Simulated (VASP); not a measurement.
# B5P (P3m1) in VASP: relaxation of cell and atoms with PBE

Aim: the relaxation of cell and atoms of B5P with PBE.

Everything below comes from runs of VASP 6.6.1. Logs are shortened: lines on timing, memory, paths and dates and some standing lists are left out, and cuts for length are marked.

## Step 1: The cell of the first run

Symmetry: P3m1, No. 156, trigonal system. Conventional cell: a = 4.188 Å, b = 4.188 Å, c = 3.937 Å, α = 90.00°, β = 90.00°, γ = 120.00°. Within 2.0 Å of B (site symmetry 3m) lie 4 B at 1.47 to 1.48 Å. Within 2.0 Å of B (site symmetry 3m) lie 4 B at 1.47 to 1.48 Å. B (site symmetry m) has 4 B at 1.47 to 1.99 Å within 2.0 Å. P (site symmetry 3m) has 12 B at 2.10 to 2.55 Å within 2.8 Å.

The cell was built from a structure type or drawn by symmetry, and may not be a known phase.

## Step 2: Relaxation of cell and atoms, PBE

Input file INCAR:

```
PREC = Accurate ; ENCUT = 500
EDIFF = 1E-7 ; ISMEAR = 0
SIGMA = 0.2 ; LREAL = False
LASPH = True ; NELM = 120
ALGO = Normal ; ISIF = 3
LWAVE = False ; LCHARG = False
GGA = PE ; IBRION = 2
NSW = 36 ; EDIFFG = -0.08
GGA_COMPAT = False ; NELMIN = 4
```

Input file KPOINTS:

```
regular mesh
0
Gamma
  5 5 4
```

Input file POSCAR:

```
B5P
1.0
    4.1881764000      0.0000000000      0.0000000000
   -2.0940882000      3.6270671600      0.0000000000
    0.0000000000      0.0000000000      3.9370690000
B P
5 1
Direct
    0.3333333300      0.6666666700      0.4793640500
    0.3333333300      0.6666666700      0.8561752500
    0.1580790600      0.8419209400      0.6665522600
    0.1580790600      0.3161581100      0.6665522600
    0.6838418900      0.8419209400      0.6665522600
    0.6666666700      0.3333333300      0.6521220100
```

Potentials or basis: VASP PAW PBE potentials, release 64 (B, P).

Launch:

```bash
$ cat potpaw_PBE.64/B/POTCAR potpaw_PBE.64/P/POTCAR > POTCAR
$ mpirun -np 1 vasp_std > vasp.out
```

OUTCAR:

```text
PREC = Accurate
   ENCUT = 500
   EDIFF = 1E-7
   ISMEAR = 0
   LREAL = False
   LASPH = True
   NELM = 120
   ISIF = 3
   GGA = PE
   IBRION = 2
   NSW = 36
   EDIFFG = -0.08
   NELMIN = 4

 ion  position               nearest neighbor table
   1  0.333  0.667  0.479-   3 1.47   5 1.47   4 1.47   2 1.48   6 2.51   6 2.51   6 2.51
   2  0.333  0.667  0.856-   3 1.47   5 1.47   4 1.47   1 1.48   6 2.55   6 2.55   6 2.55
   3  0.158  0.842  0.667-   1 1.47   2 1.47   5 1.99   4 1.99   6 2.10   6 2.10
   4  0.158  0.316  0.667-   1 1.47   2 1.47   3 1.99   5 1.99   6 2.10   6 2.10
   5  0.684  0.842  0.667-   1 1.47   2 1.47   3 1.99   4 1.99   6 2.10   6 2.10
   6  0.667  0.333  0.652-   4 2.10   4 2.10   5 2.10   3 2.10   3 2.10   5 2.10   1 2.51   1 2.51
                             1 2.51   2 2.55   2 2.55   2 2.55

  LATTYP: Found a hexagonal cell.
 ALAT       =     4.1881764000
 C/A-ratio  =     0.9400437384

  Lattice vectors:

 A1 = (   4.1881764000,   0.0000000000,   0.0000000000)
 A2 = (  -2.0940882000,   3.6270671600,   0.0000000000)
 A3 = (   0.0000000000,   0.0000000000,   3.9370690000)

Analysis of symmetry for initial positions (statically):
=====================================================================
 Subroutine PRICEL returns:
 Original cell was already a primitive cell.

 Routine SETGRP: Setting up the symmetry group for a
 hexagonal supercell.

 Subroutine GETGRP returns: Found  6 space group operations
 (whereof  6 operations were pure point group operations)
 out of a pool of 24 trial point group operations.

The static configuration has the point symmetry C_3v.

Analysis of symmetry for dynamics (positions and initial velocities):
=====================================================================
 Subroutine PRICEL returns:
 Original cell was already a primitive cell.

 Routine SETGRP: Setting up the symmetry group for a
 hexagonal supercell.

 Subroutine GETGRP returns: Found  6 space group operations
 (whereof  6 operations were pure point group operations)
 out of a pool of 24 trial point group operations.

The dynamic configuration has the point symmetry C_3v.

 Subroutine INISYM returns: Found  6 space group operations
 (whereof  6 operations are pure point group operations),
 and found     1 'primitive' translations

----------------------------------------------------------------------------------------

                                     Primitive cell

  volume of cell :      59.8072

  direct lattice vectors                    reciprocal lattice vectors
     4.188176400  0.000000000  0.000000000     0.238767402  0.137852424  0.000000000
    -2.094088200  3.627067160  0.000000000     0.000000000  0.275704848  0.000000000
     0.000000000  0.000000000  3.937069000     0.000000000  0.000000000  0.253996056

  length of vectors
     4.188176400  4.188176402  3.937069000     0.275704848  0.275704848  0.253996056

  position of ions in fractional coordinates (direct lattice)
     0.333333330  0.666666670  0.479364050
     0.333333330  0.666666670  0.856175250
     0.158079060  0.841920940  0.666552260
     0.158079060  0.316158110  0.666552260
     0.683841890  0.841920940  0.666552260
     0.666666670  0.333333330  0.652122010

  ion indices of the primitive-cell ions
   primitive index   ion index
                 1           1
                 2           2
                 3           3
                 4           4
                 5           5
                 6           6

----------------------------------------------------------------------------------------

 KPOINTS: regular mesh

Automatic generation of k-mesh.
 Grid dimensions read from file:
 generate k-points for:    5    5    4

 Generating k-lattice:

  Cartesian coordinates                     Fractional coordinates (reciprocal lattice)
     0.047753480  0.027570485  0.000000000     0.200000000  0.000000000  0.000000000
     0.000000000  0.055140970  0.000000000     0.000000000  0.200000000  0.000000000
     0.000000000  0.000000000  0.063499014     0.000000000  0.000000000  0.250000000

  Length of vectors
     0.055140970  0.055140970  0.063499014

  Shift w.r.t. Gamma in fractional coordinates (k-lattice)
     0.000000000  0.000000000  0.000000000

 Subroutine IBZKPT returns following result:
 ===========================================

 Found     17 irreducible k-points:

 Following reciprocal coordinates:
            Coordinates               Weight
  0.000000  0.000000  0.000000      1.000000
  0.200000  0.000000  0.000000      6.000000
  0.400000  0.000000  0.000000      6.000000
  0.200000  0.200000  0.000000      6.000000
  0.400000  0.200000  0.000000      6.000000
  0.000000  0.000000  0.250000      2.000000
[... 9 lines left out ...]
  0.200000  0.200000  0.500000      6.000000
  0.400000  0.200000  0.500000      6.000000
   k-points           NKPTS =     17   k-points in BZ     NKDIM =     17   number of bands    NBANDS=     14
   number of dos      NEDOS =    301   number of ions     NIONS =      6
   total plane-waves  NPLWV =  30720
   dimension x,y,z NGX =    32 NGY =   32 NGZ =   30
   dimension x,y,z NGXF=    64 NGYF=   64 NGZF=   60
   ions per type =               5   1
   NGX,Y,Z   is equivalent  to a cutoff of  12.70, 12.70, 12.67 a.u.
   NGXF,Y,Z  is equivalent  to a cutoff of  25.40, 25.40, 25.34 a.u.
 SYSTEM =  unknown system
   PREC   = accura    normal or accurate (medium, high low for compatibility)
   ISTART =      0    job   : 0-new  1-cont  2-samecut
   ICHARG =      2    charge: 1-file 2-atom 10-const
   ISPIN  =      1    spin polarized calculation?
   LNONCOLLINEAR =      F non collinear calculations
   LSORBIT =      F    spin-orbit coupling
   LASPH  =      T    aspherical Exc in radial PAW
   ENCUT  =  500.0 eV  36.75 Ry    6.06 a.u.   7.64  7.64  7.18*2*pi/ulx,y,z
   NELM   =    120;   NELMIN=  4; NELMDL= -5     # of ELM steps
   EDIFF  = 0.1E-06   stopping-criterion for ELM
   LREAL  =      F    real-space projection
   EDIFFG = -.8E-01   stopping-criterion for IOM
   NSW    =     36    number of steps for IOM
   IBRION =      2    ionic relax: 0-MD 1-quasi-New 2-CG
   NFREE  =      1    steps in history (QN), initial steepest desc. (CG)
   ISIF   =      3    stress and relaxation
   ISYM   =      2    0-nonsym 1-usesym 2-fastsym
   POTIM  = 0.5000    time-step for ionic-motion
   TEBEG  =    0.0;   TEEND  =   0.0 temperature during run
   PSTRESS=    0.0 pullay stress
   NELECT =      20.0000    total number of electrons
   NUPDOWN=      -1.0000    fix difference up-down
   EMIN   =  10.00;   EMAX   =-10.00  energy-range for DOS
   EFERMI =   0.00;   METHOD = LEGACY
   ISMEAR =     0;   SIGMA  =   0.20  broadening in eV -4-tet -1-fermi 0-gaus
   EFERMI_NEDOS =   21; number of points for ismear=-14 and -15
   IALGO  =     38    algorithm
   IMIX   =      4    mixing-type and parameters
     AMIX     =   0.40;   BMIX     =  1.00
     AMIX_MAG =   1.60;   BMIX_MAG =  1.00
  volume/ion in A,a.u.               =       9.97        67.27
  Fermi-wavevector in a.u.,A,eV,Ry     =   1.136319  2.147332 17.568129  1.291221
  Thomas-Fermi vector in A             =   2.273024
   LORBIT       =      0    0 simple, 1 ext, 2 COOP (PROOUT), +10 PAW based schemes
   GGA     = PE    functional components
   LHFCALC =     F    Hartree Fock is set to
   AEXX    =    0.0000 exact exchange contribution
   IVDW    =     0    specifies the selected vdW correction
   LEPSILON=     F    determine dielectric tensor
   LRPA    =     F    only Hartree local field effects (RPA)
 conjugate gradient relaxation of ions
 non-spin polarized calculation
 Gauss-broadening in eV      SIGMA  =   0.20
  energy-cutoff  :      500.00
  volume of cell :       59.81
 maximum number of plane-waves:      1538
 NGX is ok and might be reduce to    32
   NGX = 15   NGY = 15   NGZ = 15

--------------------------------------- Ionic step        1  -------------------------------------------

 number of electron      20.0000000 magnetization

 Free energy of the ion-electron system (eV)
  ---------------------------------------------------
  ext. energy  EPLUGINS =         0.00000000
  ---------------------------------------------------
  free energy    TOTEN  =       -28.28979077 eV

  energy without entropy =      -28.23541293  energy(sigma->0) =      -28.26260185

------------------------ aborting loop because EDIFF is reached ----------------------------------------

  FORCE on cell =-STRESS in cart. coord.  units (eV):
  Direction    XX          YY          ZZ          XY          YZ          ZX
  --------------------------------------------------------------------------------------
  -------------------------------------------------------------------------------------
  Total       16.1106583     16.1106583     15.6843516      0.0000000     -0.0000000      0.0000000
  in kB      431.5889137    431.5889142    420.1685708      0.0000000     -0.0000000      0.0000000
  external PRESSURE =     427.7821329 kB  Pullay stress =       0.0000000 kB
[... 25 lines left out ...]
  energy  without entropy=      -28.2354129307  energy(sigma->0) =      -28.26260185

--------------------------------------- Ionic step        2  -------------------------------------------

 number of electron      19.9999998 magnetization

 E-fermi :   1.6685     XC(G=0):  -8.9864

 val. band max:        1.6670948226   @ k =   0.2000   0.2000   0.5000
 cond. band min:       1.6840938616   @ k =   0.0000   0.0000   0.0000
 fundamental gap:      0.0169990390
 Fermi energy:         1.6684999514

 k-point     1 :       0.0000    0.0000    0.0000
  band No.  band energies     occupation
      1     -11.4778      2.00000
      2      -8.0617      2.00000
      3      -5.8653      2.00000
      4      -3.6311      2.00000
      5      -3.6311      2.00000
      6      -2.9324      2.00000
      7      -0.8305      2.00000
      8      -0.7494      2.00000
      9      -0.7494      2.00000
     10       1.6841      0.91220
     11       3.3713      0.00000
     12       4.3205      0.00000
     13       4.3205      0.00000
     14       5.5787      0.00000
[... 307 lines left out ...]
  energy  without entropy=      -16.3978836066  energy(sigma->0) =      -16.42536973

--------------------------------------- Ionic step        3  -------------------------------------------

 number of electron      20.0000001 magnetization

 E-fermi :   3.9077     XC(G=0):  -9.9403

 val. band max:        3.8033273552   @ k =   0.4000   0.0000   0.0000
 cond. band min:       3.9764929199   @ k =   0.2000   0.0000   0.2500
 fundamental gap:      0.1731655647
 Fermi energy:         3.9077029753

 k-point     1 :       0.0000    0.0000    0.0000
  band No.  band energies     occupation
      1     -10.7554      2.00000
      2      -4.8244      2.00000
      3      -2.6081      2.00000
      4      -2.6081      2.00000
      5      -2.5703      2.00000
      6      -1.3829      2.00000
      7      -1.0134      2.00000
      8      -1.0134      2.00000
      9       0.1375      2.00000
     10       5.2397      0.00000
     11       5.2397      0.00000
     12       5.7982      0.00000
     13       8.1196      0.00000
     14      10.0084      0.00000
[... 303 lines left out ...]
  FREE ENERGIE OF THE ION-ELECTRON SYSTEM (eV)
  ---------------------------------------------------
  free  energy   TOTEN  =       -33.1388397421 eV

  energy  without entropy=      -33.0662884345  energy(sigma->0) =      -33.10256409

[... ionic steps 4 to 14 ...]

--------------------------------------- Ionic step       15  -------------------------------------------

 number of electron      20.0000000 magnetization

------------------------ aborting loop because EDIFF is reached ----------------------------------------

  FORCE on cell =-STRESS in cart. coord.  units (eV):
  Direction    XX          YY          ZZ          XY          YZ          ZX
  --------------------------------------------------------------------------------------
  -------------------------------------------------------------------------------------
  Total       -0.2158030     -0.2158030     -0.3101601     -0.0000000      0.0000000      0.0000000
  in kB       -6.0145372     -6.0145372     -8.6443173     -0.0000000      0.0000000      0.0000000
  external PRESSURE =      -6.8911306 kB  Pullay stress =       0.0000000 kB
[... 65 lines left out ...]
  energy  without entropy=      -34.6125527501  energy(sigma->0) =      -34.63055362

--------------------------------------- Ionic step       17  -------------------------------------------

 number of electron      20.0000000 magnetization

 Free energy of the ion-electron system (eV)
  ---------------------------------------------------
  ext. energy  EPLUGINS =         0.00000000
  ---------------------------------------------------
  free energy    TOTEN  =       -34.66219026 eV

  energy without entropy =      -34.62475633  energy(sigma->0) =      -34.64347330

 E-fermi :   5.9433     XC(G=0): -10.9203

 val. band max:        5.9082602079   @ k =   0.0000   0.2000   0.2500
 cond. band min:       5.9925043897   @ k =   0.4000   0.2000   0.5000
 fundamental gap:      0.0842441818
 Fermi energy:         5.9433170090

 k-point     1 :       0.0000    0.0000    0.0000
  band No.  band energies     occupation
      1      -9.7660      2.00000
      2      -3.8583      2.00000
      3      -1.6054      2.00000
      4      -1.6054      2.00000
      5      -1.3840      2.00000
      6      -0.4964      2.00000
      7      -0.4964      2.00000
      8       1.1618      2.00000
      9       2.2898      2.00000
     10       8.0922      0.00000
     11       8.0922      0.00000
     12       8.9396      0.00000
     13      12.1658      0.00000
     14      12.2545      0.00000
[... 303 lines left out ...]
  FREE ENERGIE OF THE ION-ELECTRON SYSTEM (eV)
  ---------------------------------------------------
  free  energy   TOTEN  =       -34.6621902620 eV

  energy  without entropy=      -34.6247563313  energy(sigma->0) =      -34.64347330

 reached required accuracy - stopping structural energy minimisation
```

It took 2.6 min on 1 thread of Intel Xeon Platinum 8488C (Sapphire Rapids), shared host; peak memory 0.17 GiB.

Results:

```yaml
Free_energy: -34.6622 eV
Relaxed_volume: 9.57 Å³/atom
Relaxed_cell: a = 4.441 Å, b = 4.441 Å, c = 3.362 Å, α = 90.00°, β = 90.00°, γ = 120.00°
Space_group_after_relaxing_to_0.1_Å: P3m1 (No. 156)
Pressure_after_relaxing: -0.8 GPa
Largest_force_after_relaxing: 0.055 eV/Å
Band_gap_on_the_k_mesh: zero (bands 10 and 11 overlap by 3.79 eV)
```

Forces on the atoms (eV/Å):
```
B    0.000  0.000 -0.024
B    0.000  0.000  0.055
B    0.027 -0.016 -0.024
B    0.000  0.031 -0.024
B   -0.027 -0.016 -0.024
P    0.000  0.000  0.041
```

Final structure:
```yaml
crystal:
  lattice:
    - [4.44105, 0.00000, 0.00000]
    - [-2.22052, 3.84606, 0.00000]
    - [0.00000, 0.00000, 3.36247]
  atoms:
    - { symbol: B, position: [0.33333, 0.66667, 0.41556] }
    - { symbol: B, position: [0.33333, 0.66667, 0.91606] }
    - { symbol: B, position: [0.12685, 0.87315, 0.66855] }
    - { symbol: B, position: [0.12685, 0.25369, 0.66855] }
    - { symbol: B, position: [0.74631, 0.87315, 0.66855] }
    - { symbol: P, position: [0.66667, 0.33333, 0.65006] }
```

Caveat: the k points lie up to 0.47 Å⁻¹ apart in the final cell, too coarse for converged energies and pressures of a metal; the relaxation stopped at a loose force limit of 0.08 eV/Å, so its end isn't a converged minimum.
